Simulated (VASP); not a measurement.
# Ni (Fd-3m) in VASP: further runs

Ni is run at these levels: RPBE; tasks: single point.

Program: VASP 6.6.1. These are calculated values, not measurements. Logs are shortened: lines on timing, memory, paths and dates and some standing lists are left out, and cuts for length are marked.

## Step 1: The cell of the first run

The structure is cubic, space group Fd-3m (No. 227). The conventional cell has a = 5.298 Å, b = 5.298 Å, c = 5.298 Å, α = 90.00°, β = 90.00°, γ = 90.00°. Ni (site symmetry -43m) has 4 Ni at 2.29 Å within 3.0 Å.

This isn't the form of Ni at room conditions, which is fcc.

## Step 2: Single point, RPBE, collinear spin, ferromagnetic start (18.59 Å³/atom)

INCAR reads:

```
SYSTEM = Ni
ALGO = Normal
EDIFF = 1E-6
ENCUT = 520
GGA = RP
ISIF = 2
ISMEAR = -1
ISPIN = 2
LASPH = .True.
LCHARG = .False.
LMAXMIX = 4
LORBIT = 11
LREAL = .False.
LWAVE = .False.
MAGMOM = -0.852 -0.852
NBANDS = 21
NELM = 150
PREC = Accurate
SIGMA = 0.05
```

KPOINTS reads:

```
k-points
0
Gamma
  12 12 12
  0 0 0
```

POSCAR reads:

```
Ni
1.0
    0.0000000000      2.6490716490      2.6490716490
    2.6490716490      0.0000000000      2.6490716490
    2.6490716490      2.6490716490      0.0000000000
Ni
2
Direct
    0.1250000000      0.1250000000      0.1250000000
    0.8750000000      0.8750000000      0.8750000000
```

Potentials or basis: VASP PAW PBE potentials, release 64 (Ni).

The run is started by

```console
$ cat potpaw_PBE.64/Ni/POTCAR > POTCAR
$ mpirun -np 1 vasp_std > vasp.out
```

OUTCAR:

```text
SYSTEM = Ni
   EDIFF = 1E-6
   ENCUT = 520
   GGA = RP
   ISIF = 2
   ISMEAR = -1
   ISPIN = 2
   LASPH = .True.
   LORBIT = 11
   LREAL = .False.
   NELM = 150
   PREC = Accurate

 ion  position               nearest neighbor table
   1  0.125  0.125  0.125-   2 2.29   2 2.29   2 2.29   2 2.29
   2  0.875  0.875  0.875-   1 2.29   1 2.29   1 2.29   1 2.29

  LATTYP: Found a face centered cubic cell.
 ALAT       =     5.2981432980

  Lattice vectors:

 A1 = (   0.0000000000,   2.6490716490,   2.6490716490)
 A2 = (   2.6490716490,   0.0000000000,   2.6490716490)
 A3 = (   2.6490716490,   2.6490716490,   0.0000000000)

Analysis of symmetry for initial positions (statically):
=====================================================================
 Subroutine PRICEL returns:
 Original cell was already a primitive cell.

 Routine SETGRP: Setting up the symmetry group for a
 face centered cubic supercell.

 Subroutine GETGRP returns: Found 48 space group operations
 (whereof 12 operations were pure point group operations)
 out of a pool of 48 trial point group operations.

The static configuration has the point symmetry D_3d.
 The point group associated with its full space group is O_h .

Analysis of symmetry for dynamics (positions and initial velocities):
=====================================================================
 Subroutine PRICEL returns:
 Original cell was already a primitive cell.

 Routine SETGRP: Setting up the symmetry group for a
 face centered cubic supercell.

 Subroutine GETGRP returns: Found 48 space group operations
 (whereof 12 operations were pure point group operations)
 out of a pool of 48 trial point group operations.

The dynamic configuration has the point symmetry D_3d.
 The point group associated with its full space group is O_h .

Analysis of structural, dynamic, and magnetic symmetry:
=====================================================================
 Subroutine PRICEL returns:
 Original cell was already a primitive cell.

 Routine SETGRP: Setting up the symmetry group for a
 face centered cubic supercell.

 Subroutine GETGRP returns: Found 48 space group operations
 (whereof 12 operations were pure point group operations)
 out of a pool of 48 trial point group operations.

The overall configuration has the point symmetry D_3d.
 The point group associated with its full space group is O_h .

 Subroutine INISYM returns: Found 48 space group operations
 (whereof 12 operations are pure point group operations),
 and found     1 'primitive' translations

----------------------------------------------------------------------------------------

[... 116 lines left out ...]
   LORBIT       =     11    0 simple, 1 ext, 2 COOP (PROOUT), +10 PAW based schemes
   GGA     = RP    functional components
   LHFCALC =     F    Hartree Fock is set to
   AEXX    =    0.0000 exact exchange contribution
   IVDW    =     0    specifies the selected vdW correction
   LEPSILON=     F    determine dielectric tensor
   LRPA    =     F    only Hartree local field effects (RPA)
 spin polarized calculation
  energy-cutoff  :      520.00
  volume of cell :       37.18
 maximum number of plane-waves:      1018
   NGX = 13   NGY = 13   NGZ = 13

 number of electron      19.9999988 magnetization      -1.5952180

 Free energy of the ion-electron system (eV)
  ---------------------------------------------------
  ext. energy  EPLUGINS =         0.00000000
  ---------------------------------------------------
  free energy    TOTEN  =        -7.61463534 eV

  energy without entropy =       -7.57913573  energy(sigma->0) =       -7.59688554

 E-fermi :   3.8285     XC(G=0):  -9.9512

 val. band max:        3.8274044757   @ k =   0.5000   0.0833   0.0000
 cond. band min:       3.8307368348   @ k =  -0.1667   0.0833   0.0000
 fundamental gap:      0.0033323591
 Fermi energy:         3.8284952931

 spin component 1

 k-point     1 :       0.0000    0.0000    0.0000
  band No.  band energies     occupation
      1      -2.1839      1.00000
      2       1.7472      1.00000
      3       1.7472      1.00000
      4       1.7797      1.00000
      5       1.7797      1.00000
      6       1.7797      1.00000
[... 565 lines left out ...]
     20      21.8856      0.00000
     21      22.6702      0.00000

 [... further k-points ...]

 spin component 2

 k-point     1 :       0.0000    0.0000    0.0000
  band No.  band energies     occupation
      1      -2.1362      1.00000
      2       0.9920      1.00000
      3       0.9920      1.00000
      4       0.9920      1.00000
      5       1.0116      1.00000
      6       1.0116      1.00000
[... 565 lines left out ...]
     20      21.8937      0.00000
     21      22.6583      0.00000

 [... further k-points ...]

------------------------ aborting loop because EDIFF is reached ----------------------------------------

  FORCE on cell =-STRESS in cart. coord.  units (eV):
  Direction    XX          YY          ZZ          XY          YZ          ZX
  --------------------------------------------------------------------------------------
  -------------------------------------------------------------------------------------
  Total       -1.1289458     -1.1289458     -1.1289458     -0.0000000     -0.0000000      0.0000000
  in kB      -48.6488495    -48.6488495    -48.6488495     -0.0000000     -0.0000000      0.0000000
  external PRESSURE =     -48.6488495 kB  Pullay stress =       0.0000000 kB

 VOLUME and BASIS-vectors are now :
 -----------------------------------------------------------------------------
  energy-cutoff  :      520.00
  volume of cell :       37.18
      direct lattice vectors                 reciprocal lattice vectors
     0.000000000  2.649071649  2.649071649    -0.188745367  0.188745367  0.188745367
     2.649071649  0.000000000  2.649071649     0.188745367 -0.188745367  0.188745367
     2.649071649  2.649071649  0.000000000     0.188745367  0.188745367 -0.188745367

 POSITION                                       TOTAL-FORCE (eV/Angst)
 -----------------------------------------------------------------------------------
      0.66227      0.66227      0.66227        -0.000000     -0.000000     -0.000000
      4.63588      4.63588      4.63588         0.000000      0.000000      0.000000
 -----------------------------------------------------------------------------------
    total drift:                                0.000000      0.000000      0.000000

  FREE ENERGIE OF THE ION-ELECTRON SYSTEM (eV)
  ---------------------------------------------------
  free  energy   TOTEN  =        -7.6146353373 eV

  energy  without entropy=       -7.5791357346  energy(sigma->0) =       -7.59688554

 total charge

# of ion       s       p       d       tot
------------------------------------------
    1        0.503   0.280   8.300   9.083
    2        0.503   0.280   8.300   9.083
--------------------------------------------------
tot          1.006   0.559  16.601  18.166

 magnetization (x)

# of ion       s       p       d       tot
------------------------------------------
    1        0.015   0.020  -0.853  -0.818
    2        0.015   0.020  -0.853  -0.818
--------------------------------------------------
tot          0.030   0.040  -1.706  -1.636
```

It took 47 s on 1 thread of Intel Xeon 6975P-C (Granite Rapids), shared host; peak memory 0.22 GiB.

Results:

```
Free energy                                           : -7.6146 eV
Pressure                                              : -4.9 GPa
Net moment                                            : -1.60 μB per cell
Site moments                                          : Ni -0.82 μB
Valence electrons inside the program's atomic spheres : Ni 9.08
```

Caveat: the cell stands under tension; the PAW data sets were made with another functional, which shifts forces and pressure a little.

## Step 3: Single point, RPBE, collinear spin, ferromagnetic start (19.28 Å³/atom)

This run uses another cell than the first one, of 19.28 Å³/atom.

INCAR reads:

```
SYSTEM = Ni
  PREC = Accurate
  ENCUT = 520
  EDIFF = 1E-7
  ISMEAR = -1
  SIGMA = 0.05
  LREAL = .FALSE.
  LASPH = .TRUE.
  NELM = 150
  ALGO = Normal
  ISIF = 2
  LWAVE = .FALSE.
  LCHARG = .TRUE.
  ISPIN = 2
  MAGMOM = -0.852 -0.852
  LORBIT = 11
  LMAXMIX = 4
  GGA = RP
  LELF = .TRUE.
  LVHAR = .TRUE.
  NBANDS = 21
```

KPOINTS reads:

```
regular mesh
0
G
  12 12 12
  0 0 0
```

POSCAR reads:

```
Ni
1.0
    0.0000000000      2.6813805850      2.6813805850
    2.6813805850      0.0000000000      2.6813805850
    2.6813805850      2.6813805850      0.0000000000
Ni
2
Direct
    0.1250000000      0.1250000000      0.1250000000
    0.8750000000      0.8750000000      0.8750000000
```

Potentials or basis: VASP PAW PBE potentials, release 64 (Ni).

The run is started by

```console
$ cat potpaw_PBE.64/Ni/POTCAR > POTCAR
$ mpirun -np 1 vasp_std > vasp.out
```

OUTCAR:

```text
SYSTEM = Ni
   PREC = Accurate
   ENCUT = 520
   EDIFF = 1E-7
   ISMEAR = -1
   LREAL = .FALSE.
   LASPH = .TRUE.
   NELM = 150
   ISIF = 2
   ISPIN = 2
   LORBIT = 11
   GGA = RP

 ion  position               nearest neighbor table
   1  0.125  0.125  0.125-   2 2.32   2 2.32   2 2.32   2 2.32
   2  0.875  0.875  0.875-   1 2.32   1 2.32   1 2.32   1 2.32

  LATTYP: Found a face centered cubic cell.
 ALAT       =     5.3627611700

  Lattice vectors:

 A1 = (   0.0000000000,   2.6813805850,   2.6813805850)
 A2 = (   2.6813805850,   0.0000000000,   2.6813805850)
 A3 = (   2.6813805850,   2.6813805850,   0.0000000000)

Analysis of symmetry for initial positions (statically):
=====================================================================
 Subroutine PRICEL returns:
 Original cell was already a primitive cell.

 Routine SETGRP: Setting up the symmetry group for a
 face centered cubic supercell.

 Subroutine GETGRP returns: Found 48 space group operations
 (whereof 12 operations were pure point group operations)
 out of a pool of 48 trial point group operations.
[... 1341 lines left out ...]
     20      21.2232      0.00000
     21      21.9351      0.00000

 [... further k-points ...]

------------------------ aborting loop because EDIFF is reached ----------------------------------------

  FORCE on cell =-STRESS in cart. coord.  units (eV):
  Direction    XX          YY          ZZ          XY          YZ          ZX
  --------------------------------------------------------------------------------------
  -------------------------------------------------------------------------------------
  Total       -1.5824490     -1.5824490     -1.5824490      0.0000000      0.0000000      0.0000000
  in kB      -65.7559285    -65.7559285    -65.7559285      0.0000000      0.0000000      0.0000000
  external PRESSURE =     -65.7559285 kB  Pullay stress =       0.0000000 kB

 VOLUME and BASIS-vectors are now :
 -----------------------------------------------------------------------------
  energy-cutoff  :      520.00
  volume of cell :       38.56
      direct lattice vectors                 reciprocal lattice vectors
     0.000000000  2.681380585  2.681380585    -0.186471105  0.186471105  0.186471105
     2.681380585  0.000000000  2.681380585     0.186471105 -0.186471105  0.186471105
     2.681380585  2.681380585  0.000000000     0.186471105  0.186471105 -0.186471105

 POSITION                                       TOTAL-FORCE (eV/Angst)
 -----------------------------------------------------------------------------------
      0.67035      0.67035      0.67035        -0.000000     -0.000000     -0.000000
      4.69242      4.69242      4.69242         0.000000      0.000000      0.000000
 -----------------------------------------------------------------------------------
    total drift:                                0.000000      0.000000      0.000000

  FREE ENERGIE OF THE ION-ELECTRON SYSTEM (eV)
  ---------------------------------------------------
  free  energy   TOTEN  =        -7.5651043051 eV

  energy  without entropy=       -7.5276448710  energy(sigma->0) =       -7.54637459

 total charge

# of ion       s       p       d       tot
------------------------------------------
    1        0.493   0.262   8.293   9.048
    2        0.493   0.262   8.293   9.048
--------------------------------------------------
tot          0.987   0.525  16.586  18.097

 magnetization (x)

# of ion       s       p       d       tot
------------------------------------------
    1        0.014   0.020  -0.862  -0.828
    2        0.014   0.020  -0.862  -0.828
--------------------------------------------------
tot          0.028   0.039  -1.725  -1.657
```

OSZICAR:

```text
N       E                     dE             d eps       ncg     rms          rms(c)
DAV:   1     0.102592075823E+03    0.10259E+03   -0.86442E+03  6088   0.113E+03
DAV:   2    -0.311187717180E+01   -0.10570E+03   -0.96842E+02  6113   0.216E+02
DAV:   3    -0.863051860493E+01   -0.55186E+01   -0.52903E+01  7026   0.596E+01
DAV:   4    -0.870123997987E+01   -0.70721E-01   -0.70678E-01  6775   0.664E+00
DAV:   5    -0.870299849935E+01   -0.17585E-02   -0.17585E-02  6989   0.979E-01    0.108E+01
DAV:   6    -0.887094210146E+01   -0.16794E+00   -0.10947E+01  7043   0.534E+01    0.128E+01
DAV:   7    -0.756227221262E+01    0.13087E+01   -0.42017E+00  7052   0.276E+01    0.207E+00
DAV:   8    -0.756923006397E+01   -0.69579E-02   -0.39180E-02  6809   0.161E+00    0.123E+00
DAV:   9    -0.756549057397E+01    0.37395E-02   -0.55140E-03  7660   0.861E-01    0.410E-01
DAV:  10    -0.756493406888E+01    0.55651E-03   -0.16275E-03  7806   0.483E-01    0.125E-01
DAV:  11    -0.756510495085E+01   -0.17088E-03   -0.40002E-04  7800   0.204E-01    0.643E-02
DAV:  12    -0.756511306273E+01   -0.81119E-05   -0.21110E-05  6534   0.450E-02    0.331E-02
DAV:  13    -0.756510629163E+01    0.67711E-05   -0.41477E-06  7958   0.223E-02    0.130E-02
DAV:  14    -0.756510435145E+01    0.19402E-05   -0.13501E-06  7588   0.116E-02    0.172E-03
DAV:  15    -0.756510430508E+01    0.46365E-07   -0.90302E-08  5756   0.263E-03
   1 F= -.75651043E+01 E0= -.75463746E+01  d E =-.374594E-01  mag=    -1.6100
```

stdout:

```text
POSCAR found type information on POSCAR Ni
 POSCAR found :  1 types and       2 ions
 scaLAPACK will be used
 -----------------------------------------------------------------------------
|                                                                             |
|                                                                             |
|     You enforced a specific xc type in the INCAR file but a different       |
|     I HOPE YOU KNOW WHAT YOU ARE DOING!                                     |
|                                                                             |
 -----------------------------------------------------------------------------

 LDA part: xc-table for (Slater+PW92), standard interpolation
 POSCAR, INCAR and KPOINTS ok, starting setup
 FFT: planning ... GRIDC
 FFT: planning ... GRID_SOFT
 FFT: planning ... GRID
 WAVECAR not read
 entering main loop
```

Wall time 53 s (1 thread of Intel Xeon 6975P-C (Granite Rapids), shared host); peak memory 0.22 GiB.

Results:

| Quantity | Value |
| --- | --- |
| Free energy | -7.5651 eV |
| Pressure | -6.6 GPa |
| Net moment | -1.61 μB per cell |
| Site moments | Ni -0.83 μB |
| Valence electrons inside the program's atomic spheres | Ni 9.05 |

Caveat: the cell stands under tension; the PAW data sets were made with another functional, which shifts forces and pressure a little.
